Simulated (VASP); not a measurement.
The system is C.

```
C
1.0
     0.00000    1.78337    1.78337
     1.78337    0.00000    1.78337
     1.78337    1.78337    0.00000
C
2
Cartesian
  2.6704 2.6819 2.6840
  1.7969 1.7834 1.7911
```

This cell differs from its parent crystal: atoms moved at random.

| Item | Value |
| --- | --- |
| Program | VASP 6.6.1 |
| Task | relaxation of the atoms |
| Functional | r2SCAN |
| Dispersion | D4 |
| Potentials or basis | VASP PAW PBE potentials, release 64 (C) |
| Cutoff | 580 eV |
| k mesh | 10 × 10 × 10 |
| Occupations | fermi-dirac, width 0.15 eV |
| Spin | collinear spin |
| Starting moments | [-0.26, 0.34] μB |

At the start: pressure -4.0 GPa; volume 5.67 Å³/atom.

**Question.** Where does the relaxation end?

**Answer.** Over 6 steps the energy falls by 3.6 meV/atom at a fixed cell; space group Fd-3m (No. 227, to 0.1 Å) before and after; moment 0.00 μB per cell.

The path:
```
step  energy change (eV)  largest force (eV/Å)  pressure (GPa)
   1              0.0000                0.7504           -3.95
   2              0.0461                2.0033           -3.12
   3             -0.0073                0.0150           -4.08
   4             -0.0073                0.0203           -4.08
   5             -0.0073                0.0437           -4.08
   6             -0.0073                0.0004           -4.08
```

Final structure:
```xyz
2
Lattice="0.0000 1.7834 1.7834 1.7834 0.0000 1.7834 1.7834 1.7834 0.0000" Properties=species:S:1:pos:R:3 pbc="T T T"
C     2.6795    2.6785    2.6834
C     1.7878    1.7868    1.7917
```

Caveat: the cell differs from its parent crystal (atoms moved at random); the PAW data sets were made with another functional, which shifts forces and pressure a little.
